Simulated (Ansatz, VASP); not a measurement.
# Ga: VASP beside Ansatz

```
CELL_PARAMETERS angstrom
-1.76312 1.76312 1.76312
1.76312 -1.76312 1.76312
1.76312 1.76312 -1.76312
ATOMIC_POSITIONS crystal
Ga 0.00000 0.00000 0.00000
```

Alike in both runs: task single point; functional BLYP; k mesh 14 × 14 × 14; occupations fermi-dirac, width 0.1 eV; no spin polarisation.

|  | VASP | Ansatz |
| --- | --- | --- |
| version | VASP 6.6.1 | Ansatz 0.2.0 |
| potentials or method | VASP PAW PBE potentials, release 64 (Ga_d), cutoff 520 eV | plane waves (420 eV) with PAW, scalar-relativistic |
| valence electrons in the cell | 13 | 13 |

|  | VASP | Ansatz | Ansatz less VASP |
| --- | --- | --- | --- |
| pressure (GPa) | 0.1 | 0.1 | +0.02 |

VASP's potentials were made for PBE, not for BLYP. With one functional, cell and mesh, what is left measures potentials, basis and numerics.
